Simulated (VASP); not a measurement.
Set up this calculation in VASP 6.6.1, as the native input.

| Property | Result |
| --- | --- |
| Task | single point |
| Functional | LDA |
| Potentials or basis | VASP PAW LDA potentials, release 64 (Se) |
| Cutoff | 520 eV |
| k mesh | 15 × 15 × 10 |
| Occupations | gaussian, width 0.01 eV |
| Spin | no spin polarisation |
| Dipole correction | no |
| Further INCAR settings | ALGO = Normal; EDIFF = 1e-06; NBANDS = 16 |

The structure of Se lies in POSCAR:

```
Se
1.0
    3.9469386681      0.0000000000      0.0000000000
   -1.9734693340      3.4181491537      0.0000000000
    0.0000000000      0.0000000000      5.1189848276
Se
3
Direct
    0.2553695463      0.0000000000      0.3333333333
    0.0000000000      0.2553695463      0.6666666667
    0.7446304537      0.7446304537      0.0000000000
```

One way to write it, as run:

INCAR

```
SYSTEM = Se
  PREC = Accurate
  ENCUT = 520
  EDIFF = 1E-6
  ISMEAR = 0
  SIGMA = 0.01
  LREAL = .FALSE.
  LASPH = .TRUE.
  NELM = 80
  ALGO = Normal
  ISIF = 2
  LWAVE = .FALSE.
  LCHARG = .FALSE.
  NBANDS = 16
```

KPOINTS

```
regular mesh
0
G
  15 15 10
  0 0 0
```

Potentials or basis: VASP PAW LDA potentials, release 64 (Se).

Command:

```console
$ cat potpaw_LDA.64/Se/POTCAR > POTCAR
$ mpirun -np 1 vasp_std > vasp.out
```

It gave:

The pressure is 0.2 GPa, the largest force is 0.038 eV/Å and the band gap on the k mesh is 0.28 eV.

Caveat: an odd mesh through Γ misses points on the zone boundary, where band edges can lie.

Wall time 4.1 min on 1 thread of Intel(R) Xeon(R) Platinum 8175M CPU @ 2.50GHz (Skylake/Cascade Lake) (shared host), peak memory 0.3 GiB.
